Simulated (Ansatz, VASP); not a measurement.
## SnO2: VASP beside Ansatz

INCAR

```
ALGO = Normal
EDIFF = 1E-6
ENCUT = 520
ISIF = 2
ISMEAR = 0
LASPH = T
LCHARG = T
LELF = T
LREAL = F
LVHAR = T
LWAVE = F
NBANDS = 35
NELM = 80
PREC = Accurate
SIGMA = 0.05
```

File KPOINTS:

```
k-points
0
Gamma
  6 6 8
```

POSCAR

```
SnO2
1.0
    4.7920905482      0.0000000000      0.0000000000
    0.0000000000      4.7951101770      0.0000000000
    0.0000000000      0.0000000000      3.0943188179
Sn O
2 4
Direct
    0.5000000000      0.5000000000      0.5000000000
    0.0000000000      0.0000000000      0.0000000000
    0.3055669685      0.3065721192      0.0000000000
    0.8055669685      0.1934278808      0.5000000000
    0.1944330315      0.8065721192      0.5000000000
    0.6944330315      0.6934278808      0.0000000000
```

Input for Ansatz:

```yaml
crystal:
  lattice:
    - [4.7920905482, 0.0, 0.0]
    - [0.0, 4.795110177, 0.0]
    - [0.0, 0.0, 3.0943188179]
  atoms:
    - { symbol: Sn, position: [0.5, 0.5, 0.5] }
    - { symbol: Sn, position: [0.0, 0.0, 0.0] }
    - { symbol: O, position: [0.3055669685, 0.3065721192, 0.0] }
    - { symbol: O, position: [0.8055669685, 0.1934278808, 0.5] }
    - { symbol: O, position: [0.1944330315, 0.8065721192, 0.5] }
    - { symbol: O, position: [0.6944330315, 0.6934278808, 0.0] }
basis:
  ecutwfc: 420
kpoints:
  mp_grid: { grid: [6, 6, 8] }
hamiltonian:
  xc: lda
scf:
  occupations: { method: gaussian, width: 0.05 }
output:
  forces: true
  stress: true
  eigenvalues: true
```

Change from the starting cell: strain +0.015 along x and y, -0.030 along z, atoms carried along.

Alike in both runs: task single point; functional LDA; k mesh 6 × 6 × 8; occupations gaussian, width 0.05 eV; no spin polarisation.

```csv
,VASP,Ansatz
version,VASP 6.6.1,Ansatz 0.2.0
potentials or method,"VASP PAW LDA potentials, release 64 (Sn_d, O), cutoff 520 eV","scalar-relativistic, plane waves, PAW"
valence electrons in the cell,52,52
```

Ansatz gave:

```
gap on the k mesh at the Fermi level (eV)                     : 1.32
least direct gap on the mesh (eV)                             : 1.32
pressure (GPa)                                                : 2.3
traceless stress, the component that is largest in VASP (GPa) : 7.43
rms of the force components (eV/Å)                            : 0.082
```

**Question.** What did VASP give for the same quantities?

**Answer.** gap on the k mesh at the Fermi level (eV): 1.35; least direct gap on the mesh (eV): 1.35; pressure (GPa): 3.4; traceless stress, the component that is largest in VASP (GPa): 7.86; rms of the force components (eV/Å): 0.102.

LDA's correlation is that of Perdew and Zunger in VASP and of Perdew and Wang (1992) in Ansatz. Atom by atom the forces differ by 0.020 eV/Å (rms over components).
